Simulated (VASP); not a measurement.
# Au (Fm-3m) in VASP: single point with PBE

Aim: the single point of Au with PBE.

Everything below comes from runs of VASP 6.6.1. Logs are shortened: lines on timing, memory, paths and dates and some standing lists are left out, and cuts for length are marked.

### Step 1. The cell of the first run

The structure is cubic, space group Fm-3m (No. 225). Conventional cell: a = 4.070 Å, b = 4.070 Å, c = 4.070 Å, α = 90.00°, β = 90.00°, γ = 90.00°. Au (site symmetry m-3m) has 12 Au at 2.88 Å within 3.8 Å.

### Step 2. Single point, PBE

File INCAR:

```
  ALGO = Normal
  EDIFF = 1E-6
  ENCUT = 500
  GGA = PE
  GGA_COMPAT = False
  ISIF = 2
  ISMEAR = -1
  LASPH = True
  LCHARG = True
  LELF = True
  LREAL = False
  LVHAR = True
  LWAVE = False
  NBANDS = 12
  NELM = 120
  PREC = Accurate
  SIGMA = 0.05
```

File KPOINTS:

```
k-points
0
Gamma
  10 10 10
```

File POSCAR:

```
Au
1.0
    0.0000000000      2.0350000000      2.0350000000
    2.0350000000      0.0000000000      2.0350000000
    2.0350000000      2.0350000000      0.0000000000
Au
1
Direct
    0.0000000000      0.0000000000      0.0000000000
```

Potentials or basis: VASP PAW PBE potentials, release 64 (Au).

On the command line:

```console
$ cat potpaw_PBE.64/Au/POTCAR > POTCAR
$ mpirun -np 1 vasp_std > vasp.out
```

OUTCAR:

```text
EDIFF = 1E-6
   ENCUT = 500
   GGA = PE
   ISIF = 2
   ISMEAR = -1
   LASPH = True
   LREAL = False
   NELM = 120
   PREC = Accurate

 ion  position               nearest neighbor table
   1  0.000  0.000  0.000-

  LATTYP: Found a face centered cubic cell.
 ALAT       =     4.0700000000

  Lattice vectors:

 A1 = (   0.0000000000,   2.0350000000,   2.0350000000)
 A2 = (   2.0350000000,   0.0000000000,   2.0350000000)
 A3 = (   2.0350000000,   2.0350000000,   0.0000000000)

Analysis of symmetry for initial positions (statically):
=====================================================================
 Subroutine PRICEL returns:
 Original cell was already a primitive cell.

 Routine SETGRP: Setting up the symmetry group for a
 face centered cubic supercell.

 Subroutine GETGRP returns: Found 48 space group operations
 (whereof 48 operations were pure point group operations)
 out of a pool of 48 trial point group operations.

The static configuration has the point symmetry O_h .

Analysis of symmetry for dynamics (positions and initial velocities):
=====================================================================
 Subroutine PRICEL returns:
 Original cell was already a primitive cell.

 Routine SETGRP: Setting up the symmetry group for a
 face centered cubic supercell.

 Subroutine GETGRP returns: Found 48 space group operations
 (whereof 48 operations were pure point group operations)
 out of a pool of 48 trial point group operations.

The dynamic configuration has the point symmetry O_h .

 Subroutine INISYM returns: Found 48 space group operations
 (whereof 48 operations are pure point group operations),
 and found     1 'primitive' translations

----------------------------------------------------------------------------------------

                                     Primitive cell

  volume of cell :      16.8548

  direct lattice vectors                    reciprocal lattice vectors
     0.000000000  2.035000000  2.035000000    -0.245700246  0.245700246  0.245700246
     2.035000000  0.000000000  2.035000000     0.245700246 -0.245700246  0.245700246
     2.035000000  2.035000000  0.000000000     0.245700246  0.245700246 -0.245700246

  length of vectors
     2.877924599  2.877924599  2.877924599     0.425565309  0.425565309  0.425565309

  position of ions in fractional coordinates (direct lattice)
     0.000000000  0.000000000  0.000000000

  ion indices of the primitive-cell ions
   primitive index   ion index
                 1           1

[... 82 lines left out ...]
   NELECT =      11.0000    total number of electrons
   NUPDOWN=      -1.0000    fix difference up-down
   EMIN   =  10.00;   EMAX   =-10.00  energy-range for DOS
   EFERMI =   0.00;   METHOD = LEGACY
   ISMEAR =    -1;   SIGMA  =   0.05  broadening in eV -4-tet -1-fermi 0-gaus
   EFERMI_NEDOS =   21; number of points for ismear=-14 and -15
   IALGO  =     38    algorithm
   IMIX   =      4    mixing-type and parameters
     AMIX     =   0.40;   BMIX     =  1.00
     AMIX_MAG =   1.60;   BMIX_MAG =  1.00
  volume/ion in A,a.u.               =      16.85       113.74
  Fermi-wavevector in a.u.,A,eV,Ry     =   1.420032  2.683470 27.436005  2.016489
  Thomas-Fermi vector in A             =   2.540990
   LORBIT       =      0    0 simple, 1 ext, 2 COOP (PROOUT), +10 PAW based schemes
   GGA     = PE    functional components
   LHFCALC =     F    Hartree Fock is set to
   AEXX    =    0.0000 exact exchange contribution
   IVDW    =     0    specifies the selected vdW correction
   LEPSILON=     F    determine dielectric tensor
   LRPA    =     F    only Hartree local field effects (RPA)
 non-spin polarized calculation
  energy-cutoff  :      500.00
  volume of cell :       16.85
 maximum number of plane-waves:       444
 NGX is ok and might be reduce to    24
   NGX = 11   NGY = 11   NGZ = 11

 number of electron      10.9999999 magnetization

 Free energy of the ion-electron system (eV)
  ---------------------------------------------------
  ext. energy  EPLUGINS =         0.00000000
  ---------------------------------------------------
  free energy    TOTEN  =        -3.16630484 eV

  energy without entropy =       -3.16196817  energy(sigma->0) =       -3.16413650

 E-fermi :   9.6472     XC(G=0): -12.7826

 val. band max:        9.5095619127   @ k =   0.5000   0.2000   0.1000
 cond. band min:       9.7097842475   @ k =   0.5000   0.1000   0.0000
 fundamental gap:      0.2002223347
 Fermi energy:         9.6471658406

 k-point     1 :       0.0000    0.0000    0.0000
  band No.  band energies     occupation
      1      -0.3133      2.00000
      2       4.9112      2.00000
      3       4.9112      2.00000
      4       4.9112      2.00000
      5       6.4568      2.00000
      6       6.4568      2.00000
      7      24.1656      0.00000
      8      28.2310      0.00000
      9      28.2310      0.00000
     10      28.2310      0.00000
     11      33.1683      0.00000
     12      37.9356      0.00000
[... 331 lines left out ...]
 k-point    24 :       0.4000    0.3000    0.0000
  band No.  band energies     occupation
      1       2.8674      2.00000
      2       3.3172      2.00000
      3       6.0311      2.00000
      4       6.7533      2.00000
      5       7.6058      2.00000
      6       8.2212      2.00000
      7      19.5265      0.00000
      8      21.8771      0.00000
      9      22.0710      0.00000
     10      27.1114      0.00000
     11      29.3094      0.00000
     12      36.9023      0.00000

 [... further k-points ...]

------------------------ aborting loop because EDIFF is reached ----------------------------------------

  FORCE on cell =-STRESS in cart. coord.  units (eV):
  Direction    XX          YY          ZZ          XY          YZ          ZX
  --------------------------------------------------------------------------------------
  -------------------------------------------------------------------------------------
  Total        1.1592051      1.1592051      1.1592051     -0.0000000     -0.0000000      0.0000000
  in kB      110.1913802    110.1913802    110.1913802     -0.0000000     -0.0000000      0.0000000
  external PRESSURE =     110.1913802 kB  Pullay stress =       0.0000000 kB

 VOLUME and BASIS-vectors are now :
 -----------------------------------------------------------------------------
  energy-cutoff  :      500.00
  volume of cell :       16.85
      direct lattice vectors                 reciprocal lattice vectors
     0.000000000  2.035000000  2.035000000    -0.245700246  0.245700246  0.245700246
     2.035000000  0.000000000  2.035000000     0.245700246 -0.245700246  0.245700246
     2.035000000  2.035000000  0.000000000     0.245700246  0.245700246 -0.245700246

 POSITION                                       TOTAL-FORCE (eV/Angst)
 -----------------------------------------------------------------------------------
      0.00000      0.00000      0.00000        -0.000000     -0.000000     -0.000000
 -----------------------------------------------------------------------------------
    total drift:                               -0.000000      0.000000      0.000000

  FREE ENERGIE OF THE ION-ELECTRON SYSTEM (eV)
  ---------------------------------------------------
  free  energy   TOTEN  =        -3.1663048390 eV

  energy  without entropy=       -3.1619681678  energy(sigma->0) =       -3.16413650
```

OSZICAR:

```text
N       E                     dE             d eps       ncg     rms          rms(c)
DAV:   1     0.507613990979E+02    0.50761E+02   -0.53443E+03  1160   0.785E+02
DAV:   2    -0.271248407841E+01   -0.53474E+02   -0.50204E+02  1352   0.189E+02
DAV:   3    -0.343053571425E+01   -0.71805E+00   -0.71716E+00  1324   0.211E+01
DAV:   4    -0.343296818022E+01   -0.24325E-02   -0.24324E-02  1384   0.143E+00
DAV:   5    -0.343298558724E+01   -0.17407E-04   -0.17407E-04  1356   0.113E-01    0.978E+00
DAV:   6    -0.318777801215E+01    0.24521E+00   -0.63840E-01  1220   0.651E+00    0.620E+00
DAV:   7    -0.316859583024E+01    0.19182E-01   -0.64806E-02  1320   0.208E+00    0.285E+00
DAV:   8    -0.316631150662E+01    0.22843E-02   -0.18755E-03  1224   0.370E-01    0.253E-01
DAV:   9    -0.316629981106E+01    0.11696E-04   -0.90160E-06  1420   0.270E-02    0.213E-02
DAV:  10    -0.316630486672E+01   -0.50557E-05   -0.23420E-06  1300   0.143E-02    0.131E-03
DAV:  11    -0.316630483897E+01    0.27756E-07   -0.51774E-08   708   0.175E-03
   1 F= -.31663048E+01 E0= -.31641365E+01  d E =-.433667E-02
```

Run time: 6.1 s. Hardware: 1 thread of AMD EPYC 9R45 (Zen 5), shared host; peak memory 0.11 GiB.

Results:

| Quantity | Value |
| --- | --- |
| Free energy | -3.1663 eV |
| Pressure | 11.0 GPa |

Levels at points of the mesh, in eV from the Fermi level:
```csv
k point,band 4,band 5,band 6,band 7,band 8,band 9
"(0.00, 0.00, 0.00)",-4.74,-3.19,-3.19,14.52,18.58,18.58
"(0.50, 0.00, 0.00)",-1.97,-1.97,-1.00,3.15,13.97,17.23
"(0.50, 0.50, 0.00)",-1.64,-1.64,1.00,5.88,10.05,10.05
```

Caveat: spin-orbit coupling is left out, which moves the levels of the heavy elements.
